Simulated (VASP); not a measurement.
Here is a VASP 6.6.1 calculation.

INCAR

```
PREC     = Accurate       # precision mode
ENCUT    = 520            # plane-wave cutoff, eV
EDIFF    = 1E-6           # SCF threshold, eV
ISMEAR   = 0              # smearing method
SIGMA    = 0.1            # smearing width, eV
LREAL    = False          # projectors in reciprocal space
LASPH    = True           # aspherical terms in the spheres
NELM     = 150            # most SCF steps
ALGO     = Normal         # electronic algorithm
ISIF     = 2              # what is computed and relaxed
LWAVE    = False          # write WAVECAR
LCHARG   = False          # write CHGCAR
ISPIN    = 2              # spin polarisation
MAGMOM   = 0 0 0 0 0 0 0 0 1 # initial moments
LORBIT   = 11             # projections on sites
LDIPOL   = True         
IDIPOL   = 3            
DIPOL    = 0.5 0.5 0.272
GGA      = PE             # functional
IVDW     = 12             # dispersion correction
IBRION   = 2              # ionic algorithm
NSW      = 36             # ionic steps
EDIFFG   = -0.025         # ionic threshold
KPAR     = 4
```

KPOINTS

```
regular mesh
0
Gamma
  6 6 1
```

The input POSCAR:

```
C8Cl
1.0
    4.9313048858      0.0000000001      0.0000000000
   -2.4656524429      4.2706353049      0.0000000000
    0.0000000000      0.0000000000     15.5000331949
C Cl
8 1
Selective dynamics
Direct
    0.3333333333      0.1666666667      0.2580661051  F F F
    0.3333333333      0.6666666667      0.2580661051  F F F
    0.8333333333      0.1666666667      0.2580661051  F F F
    0.8333333333      0.6666666667      0.2580661051  F F F
    0.1666666667      0.3333333333      0.2580639635  F F F
    0.1666666667      0.8333333333      0.2580639635  F F F
    0.6666666667      0.3333333333      0.2580639635  F F F
    0.6666666667      0.8333333333      0.2580639635  F F F
    0.5000000000      0.5000000000      0.3793561679  F F T
```

Potentials or basis: VASP PAW PBE potentials, release 64 (C, Cl).

Command:

```console
$ cat potpaw_PBE.64/C/POTCAR potpaw_PBE.64/Cl/POTCAR > POTCAR
$ mpirun -np 4 vasp_std > vasp.out
```

Q: Predict the net moment.

A: 0.89 μB per cell.

Q: Estimate the energy gained by relaxing.

A: 292.2 meV/atom.

Q: What does it give for the site moments?

A: C +0.01, +0.00 (each value once); Cl +0.55 μB.

Final structure:
```
CELL_PARAMETERS angstrom
4.93130 0.00000 0.00000
-2.46565 4.27064 0.00000
0.00000 0.00000 15.50003
ATOMIC_POSITIONS crystal
C 0.33333 0.16667 0.25807
C 0.33333 0.66667 0.25807
C 0.83333 0.16667 0.25807
C 0.83333 0.66667 0.25807
C 0.16667 0.33333 0.25806
C 0.16667 0.83333 0.25806
C 0.66667 0.33333 0.25806
C 0.66667 0.83333 0.25806
Cl 0.50000 0.50000 0.45110
```

Caveat: a moment this small can come from the mesh or the smearing.
